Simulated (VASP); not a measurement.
# Ca (I4/mmm) in VASP: notebook

Ca is run at these levels: PBEsol; tasks: single point.

Everything below comes from runs of VASP 6.6.1. Logs are shortened: lines on timing, memory, paths and dates and some standing lists are left out, and cuts for length are marked.

### Step 1. The cell of the first run

The structure is tetragonal, space group I4/mmm (No. 139). Conventional cell: a = 4.480 Å, b = 4.480 Å, c = 4.659 Å, α = 90.00°, β = 90.00°, γ = 90.00°. Within 5.2 Å of Ca (site symmetry 4/mmm) lie 14 Ca at 3.93 to 4.66 Å.

### Step 2. Single point, PBEsol (strain +0.000 along x and y, +0.040 along z)

Contents of INCAR:

```
ALGO     = Fast           # electronic algorithm
EDIFF    = 1E-6           # SCF threshold, eV
ENCUT    = 520            # plane-wave cutoff, eV
GGA      = PS             # functional
ISIF     = 2              # what is computed and relaxed
ISMEAR   = 0              # smearing method
LASPH    = T              # aspherical terms in the spheres
LCHARG   = F              # write CHGCAR
LREAL    = F              # projectors in reciprocal space
LWAVE    = F              # write WAVECAR
NBANDS   = 11             # bands
NELM     = 100            # most SCF steps
PREC     = Accurate       # precision mode
SIGMA    = 0.15           # smearing width, eV
```

Contents of KPOINTS:

```
k-points
0
Gamma
  16 16 16
```

Contents of POSCAR:

```
Ca
1.0
   -2.2400000000      2.2400000000      2.3296000000
    2.2400000000     -2.2400000000      2.3296000000
    2.2400000000      2.2400000000     -2.3296000000
Ca
1
Direct
    0.0000000000      0.0000000000      0.0000000000
```

Potentials or basis: VASP PAW PBE potentials, release 64 (Ca_sv).

On the command line:

```sh
$ cat potpaw_PBE.64/Ca_sv/POTCAR > POTCAR
$ mpirun -np 1 vasp_std > vasp.out
```

OUTCAR:

```text
EDIFF = 1E-6
   ENCUT = 520
   GGA = PS
   ISIF = 2
   ISMEAR = 0
   LASPH = T
   LREAL = F
   NELM = 100
   PREC = Accurate

 ion  position               nearest neighbor table
   1  0.000  0.000  0.000-

  LATTYP: Found a body centered tetragonal cell.
 ALAT       =     4.4800000000
 C/A-ratio  =     1.0400000000

  Lattice vectors:

 A1 = (  -2.2400000000,   2.2400000000,   2.3296000000)
 A2 = (   2.2400000000,  -2.2400000000,   2.3296000000)
 A3 = (   2.2400000000,   2.2400000000,  -2.3296000000)

Analysis of symmetry for initial positions (statically):
=====================================================================
 Subroutine PRICEL returns:
 Original cell was already a primitive cell.

 Routine SETGRP: Setting up the symmetry group for a
 body centered tetragonal supercell.

 Subroutine GETGRP returns: Found 16 space group operations
 (whereof 16 operations were pure point group operations)
 out of a pool of 16 trial point group operations.

The static configuration has the point symmetry D_4h.

Analysis of symmetry for dynamics (positions and initial velocities):
=====================================================================
 Subroutine PRICEL returns:
 Original cell was already a primitive cell.

 Routine SETGRP: Setting up the symmetry group for a
 body centered tetragonal supercell.

 Subroutine GETGRP returns: Found 16 space group operations
 (whereof 16 operations were pure point group operations)
 out of a pool of 16 trial point group operations.

The dynamic configuration has the point symmetry D_4h.

 Subroutine INISYM returns: Found 16 space group operations
 (whereof 16 operations are pure point group operations),
 and found     1 'primitive' translations

----------------------------------------------------------------------------------------

                                     Primitive cell

  volume of cell :      46.7560

  direct lattice vectors                    reciprocal lattice vectors
    -2.240000000  2.240000000  2.329600000     0.000000000  0.223214286  0.214629121
     2.240000000 -2.240000000  2.329600000     0.223214286  0.000000000  0.214629121
     2.240000000  2.240000000 -2.329600000     0.223214286  0.223214286  0.000000000

  length of vectors
     3.932205000  3.932205000  3.932205000     0.309661552  0.309661552  0.315672670

  position of ions in fractional coordinates (direct lattice)
     0.000000000  0.000000000  0.000000000

  ion indices of the primitive-cell ions
   primitive index   ion index
                 1           1

----------------------------------------------------------------------------------------

 KPOINTS: k-points

Automatic generation of k-mesh.
 Grid dimensions read from file:
 generate k-points for:   16   16   16

 Generating k-lattice:

  Cartesian coordinates                     Fractional coordinates (reciprocal lattice)
     0.000000000  0.013950893  0.013414320     0.062500000  0.000000000  0.000000000
     0.013950893  0.000000000  0.013414320     0.000000000  0.062500000  0.000000000
     0.013950893  0.013950893  0.000000000     0.000000000  0.000000000  0.062500000

  Length of vectors
     0.019353847  0.019353847  0.019729542

  Shift w.r.t. Gamma in fractional coordinates (k-lattice)
     0.000000000  0.000000000  0.000000000

 Subroutine IBZKPT returns following result:
 ===========================================

 Found    349 irreducible k-points:

 Following reciprocal coordinates:
            Coordinates               Weight
  0.000000  0.000000  0.000000      1.000000
  0.062500  0.000000  0.000000      8.000000
  0.125000  0.000000  0.000000      8.000000
  0.187500  0.000000  0.000000      8.000000
  0.250000  0.000000  0.000000      8.000000
  0.312500  0.000000  0.000000      8.000000
[... 16 lines left out ...]
 -0.125000  0.062500  0.000000     16.000000
 -0.062500  0.062500  0.000000      4.000000
 [... further k-points ...]
   k-points           NKPTS =    349   k-points in BZ     NKDIM =    349   number of bands    NBANDS=     11
   number of dos      NEDOS =    301   number of ions     NIONS =      1
   total plane-waves  NPLWV =  27000
   dimension x,y,z NGX =    30 NGY =   30 NGZ =   30
   dimension x,y,z NGXF=    60 NGYF=   60 NGZF=   60
   ions per type =               1
   NGX,Y,Z   is equivalent  to a cutoff of  12.68, 12.68, 12.68 a.u.
   NGXF,Y,Z  is equivalent  to a cutoff of  25.37, 25.37, 25.37 a.u.
 SYSTEM =  unknown system
   PREC   = accura    normal or accurate (medium, high low for compatibility)
   ISTART =      0    job   : 0-new  1-cont  2-samecut
   ICHARG =      2    charge: 1-file 2-atom 10-const
   ISPIN  =      1    spin polarized calculation?
   LNONCOLLINEAR =      F non collinear calculations
   LSORBIT =      F    spin-orbit coupling
   LASPH  =      T    aspherical Exc in radial PAW
   ENCUT  =  520.0 eV  38.22 Ry    6.18 a.u.   7.31  7.31  7.31*2*pi/ulx,y,z
   NELM   =    100;   NELMIN=  2; NELMDL= -5     # of ELM steps
   EDIFF  = 0.1E-05   stopping-criterion for ELM
   LREAL  =      F    real-space projection
   EDIFFG = 0.1E-04   stopping-criterion for IOM
   NSW    =      0    number of steps for IOM
   IBRION =     -1    ionic relax: 0-MD 1-quasi-New 2-CG
   NFREE  =      0    steps in history (QN), initial steepest desc. (CG)
   ISIF   =      2    stress and relaxation
   ISYM   =      2    0-nonsym 1-usesym 2-fastsym
   POTIM  = 0.5000    time-step for ionic-motion
   TEBEG  =    0.0;   TEEND  =   0.0 temperature during run
   PSTRESS=    0.0 pullay stress
   NELECT =      10.0000    total number of electrons
   NUPDOWN=      -1.0000    fix difference up-down
   EMIN   =  10.00;   EMAX   =-10.00  energy-range for DOS
   EFERMI =   0.00;   METHOD = LEGACY
   ISMEAR =     0;   SIGMA  =   0.15  broadening in eV -4-tet -1-fermi 0-gaus
   EFERMI_NEDOS =   21; number of points for ismear=-14 and -15
   IALGO  =     68    algorithm
   IMIX   =      4    mixing-type and parameters
     AMIX     =   0.40;   BMIX     =  1.00
     AMIX_MAG =   1.60;   BMIX_MAG =  1.00
  volume/ion in A,a.u.               =      46.76       315.53
  Fermi-wavevector in a.u.,A,eV,Ry     =   0.979029  1.850097 13.041163  0.958498
  Thomas-Fermi vector in A             =   2.109851
   LORBIT       =      0    0 simple, 1 ext, 2 COOP (PROOUT), +10 PAW based schemes
   GGA     = PS    functional components
   LHFCALC =     F    Hartree Fock is set to
   AEXX    =    0.0000 exact exchange contribution
   IVDW    =     0    specifies the selected vdW correction
   LEPSILON=     F    determine dielectric tensor
   LRPA    =     F    only Hartree local field effects (RPA)
 non-spin polarized calculation
 RMM-DIIS sequential band-by-band and
 Gauss-broadening in eV      SIGMA  =   0.15
  energy-cutoff  :      520.00
  volume of cell :       46.76
 maximum number of plane-waves:      1285
 NGX is ok and might be reduce to    30
   NGX = 15   NGY = 15   NGZ = 15

 number of electron      10.0000000 magnetization

 number of electron       9.9999999 magnetization

 Free energy of the ion-electron system (eV)
  ---------------------------------------------------
  ext. energy  EPLUGINS =         0.00000000
  ---------------------------------------------------
  free energy    TOTEN  =        -2.08480551 eV

  energy without entropy =       -2.06720858  energy(sigma->0) =       -2.07600705

 E-fermi :   1.5533     XC(G=0):  -7.4927

 val. band max:        1.5499577877   @ k =   0.4375   0.4375   0.0625
 cond. band min:       1.5539630663   @ k =  -0.3125  -0.3750   0.0625
 fundamental gap:      0.0040052786
 Fermi energy:         1.5532842262

 k-point     1 :       0.0000    0.0000    0.0000
  band No.  band energies     occupation
      1     -40.5861      2.00000
      2     -21.5865      2.00000
      3     -21.5865      2.00000
      4     -21.5832      2.00000
      5      -2.3365      2.00000
      6       3.6381      0.00000
      7       3.6381      0.00000
      8       3.7927      0.00000
      9       4.5432      0.00000
     10       4.7322      0.00000
     11      11.2465      0.00000

 k-point     2 :       0.0625    0.0000    0.0000
  band No.  band energies     occupation
      1     -40.5857      2.00000
      2     -21.5892      2.00000
      3     -21.5877      2.00000
      4     -21.5841      2.00000
      5      -2.2721      2.00000
      6       3.6165      0.00000
      7       3.6353      0.00000
      8       3.8053      0.00000
      9       4.5086      0.00000
     10       4.7189      0.00000
     11      11.0044      0.00000

 k-point     3 :       0.1250    0.0000    0.0000
  band No.  band energies     occupation
      1     -40.5847      2.00000
      2     -21.5995      2.00000
      3     -21.5912      2.00000
      4     -21.5844      2.00000
      5      -2.0812      2.00000
      6       3.5241      0.00000
      7       3.5640      0.00000
      8       3.9132      0.00000
      9       4.4327      0.00000
     10       4.7012      0.00000
     11      10.5495      0.00000

 k-point     4 :       0.1875    0.0000    0.0000
  band No.  band energies     occupation
      1     -40.5832      2.00000
      2     -21.6154      2.00000
      3     -21.5964      2.00000
      4     -21.5844      2.00000
      5      -1.7702      2.00000
      6       3.3127      0.00000
      7       3.4285      0.00000
      8       4.1284      0.00000
      9       4.3934      0.00000
     10       4.6987      0.00000
     11       9.6068      0.00000
[... 239 lines left out ...]
 k-point    22 :      -0.1875    0.0625   -0.0000
  band No.  band energies     occupation
      1     -40.5838      2.00000
      2     -21.6098      2.00000
      3     -21.5929      2.00000
      4     -21.5859      2.00000
      5      -1.8859      2.00000
      6       3.3919      0.00000
      7       3.4966      0.00000
      8       4.0217      0.00000
      9       4.4155      0.00000
     10       4.6899      0.00000
     11      10.1127      0.00000

 k-point    23 :      -0.1250    0.0625    0.0000
  band No.  band energies     occupation
      1     -40.5850      2.00000
      2     -21.5970      2.00000
      3     -21.5882      2.00000
      4     -21.5856      2.00000
      5      -2.1394      2.00000
      6       3.5309      0.00000
      7       3.6416      0.00000
      8       3.8335      0.00000
      9       4.5026      0.00000
     10       4.6666      0.00000
     11      10.8922      0.00000

 k-point    24 :      -0.0625    0.0625    0.0000
  band No.  band energies     occupation
      1     -40.5857      2.00000
      2     -21.5902      2.00000
      3     -21.5865      2.00000
      4     -21.5845      2.00000
      5      -2.2696      2.00000
      6       3.5946      0.00000
      7       3.6858      0.00000
      8       3.7669      0.00000
      9       4.5484      0.00000
     10       4.6858      0.00000
     11      11.2654      0.00000

 [... further k-points ...]
[... 5 lines left out ...]
  --------------------------------------------------------------------------------------
  -------------------------------------------------------------------------------------
  Total       -0.5872702     -0.5872702     -0.5660076      0.0000000      0.0000000      0.0000000
  in kB      -20.1238542    -20.1238542    -19.3952519      0.0000000      0.0000000      0.0000000
  external PRESSURE =     -19.8809868 kB  Pullay stress =       0.0000000 kB

 VOLUME and BASIS-vectors are now :
 -----------------------------------------------------------------------------
  energy-cutoff  :      520.00
  volume of cell :       46.76
      direct lattice vectors                 reciprocal lattice vectors
    -2.240000000  2.240000000  2.329600000     0.000000000  0.223214286  0.214629121
     2.240000000 -2.240000000  2.329600000     0.223214286  0.000000000  0.214629121
     2.240000000  2.240000000 -2.329600000     0.223214286  0.223214286  0.000000000

 POSITION                                       TOTAL-FORCE (eV/Angst)
 -----------------------------------------------------------------------------------
      0.00000      0.00000      0.00000         0.000000      0.000000     -0.000000
 -----------------------------------------------------------------------------------
    total drift:                               -0.000000     -0.000000      0.000000

  FREE ENERGIE OF THE ION-ELECTRON SYSTEM (eV)
  ---------------------------------------------------
  free  energy   TOTEN  =        -2.0848055105 eV

  energy  without entropy=       -2.0672085813  energy(sigma->0) =       -2.07600705
```

Wall time 74 s (1 thread of Intel Xeon 6975P-C (Granite Rapids), shared host); peak memory 0.29 GiB.

What came out:

```yaml
Free_energy: -2.0848 eV
Pressure: -2.0 GPa
Band_gap_on_the_k_mesh: zero (band 5 reaches 1.86 eV, above the bottom of band 6 at 1.42 eV)
```

Levels at points of the mesh, in eV from the Fermi level:
| k point | band 1 | band 2 | band 3 | band 4 | band 5 | band 6 | band 7 | band 8 | band 9 | band 10 |
| --- | --- | --- | --- | --- | --- | --- | --- | --- | --- | --- |
| (0.00, 0.00, 0.00) | -42.14 | -23.14 | -23.14 | -23.14 | -3.89 | 2.08 | 2.08 | 2.24 | 2.99 | 3.18 |
| (0.50, 0.00, 0.00) | -42.13 | -23.24 | -23.17 | -23.14 | -0.90 | -0.13 | 1.35 | 2.89 | 3.32 | 3.98 |
| (0.50, 0.50, 0.00) | -42.13 | -23.24 | -23.17 | -23.14 | -0.81 | -0.02 | 1.15 | 3.09 | 3.38 | 4.00 |
| (0.50, 0.50, 0.50) | -42.12 | -23.21 | -23.21 | -23.21 | 0.11 | 0.19 | 3.13 | 3.72 | 3.72 | 3.79 |

Caveat: the cell differs from its parent crystal (strain +0.000 along x and y, +0.040 along z); the PAW data sets were made with another functional, which shifts forces and pressure a little.

(Part 1 of 2 ends here.)
